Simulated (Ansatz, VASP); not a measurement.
Si: VASP beside Ansatz

```
Si
1.0
     0.00000    2.67882    0.00000
     2.67882    0.00000    0.00000
     1.33941    1.33941   -2.45497
Si
1
Direct
  0.00000 0.00000 0.00000
```

Alike in both runs: task single point; functional PBEsol; k mesh 14 × 14 × 14; occupations fermi-dirac, width 0.0221 eV; no spin polarisation.

```csv
,VASP,Ansatz
version,VASP 6.6.1,Ansatz 0.2.0
potentials or method,"VASP PAW PBE potentials, release 64 (Si), cutoff 520 eV",PAW plane waves
valence electrons in the cell,4,4
```

|  | VASP | Ansatz | Ansatz less VASP |
| --- | --- | --- | --- |
| pressure (GPa) | -12.1 | -12.2 | -0.08 |
| traceless stress, the component that is largest in VASP (GPa) | 1.03 | 1.06 | +0.029 |

VASP's potentials were made for PBE, not for PBEsol. The functional is the same, so the differences come from potentials, cutoffs and numerics.
